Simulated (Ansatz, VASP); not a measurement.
## One calculation of Mn, two programs

```xyz
4
Lattice="2.5852 0.0000 0.0000 -1.2926 2.2388 0.0000 0.0000 0.0000 8.3634" Properties=species:S:1:pos:R:3 pbc="T T T"
Mn    1.2926    2.2388    8.3634
Mn    1.2926    2.2388    4.1817
Mn    0.0000    1.4926    2.0909
Mn    1.2926    0.7463    6.2726
```

Alike in both runs: task single point; functional BLYP; k mesh 16 × 16 × 5; occupations fermi-dirac, width 0.05 eV; collinear spin.

|  | VASP | Ansatz |
| --- | --- | --- |
| version | VASP 6.6.1 | Ansatz 0.2.0 |
| potentials or method | VASP PAW PBE potentials, release 64 (Mn_pv), cutoff 520 eV | plane waves (420 eV) with PAW, scalar-relativistic |
| valence electrons in the cell | 52 | 60 |

|  | VASP | Ansatz | Ansatz less VASP |
| --- | --- | --- | --- |
| pressure (GPa) | -10.6 | -11.0 | -0.49 |
| traceless stress, the component that is largest in VASP (GPa) | 1.33 | 1.36 | +0.031 |
| net moment per atom (μB) | 0.03 | 0.03 | 0.000 |
| size of the moment on the site where the two differ most (μB) | 1.33 | 1.29 | -0.045 |

VASP's potentials were made for PBE, not for BLYP. Site moments also hang on the region over which each program counts them. VASP's potentials hold 52 valence electrons a cell and Ansatz's 60, so a difference there can come from the potentials and not from the codes.
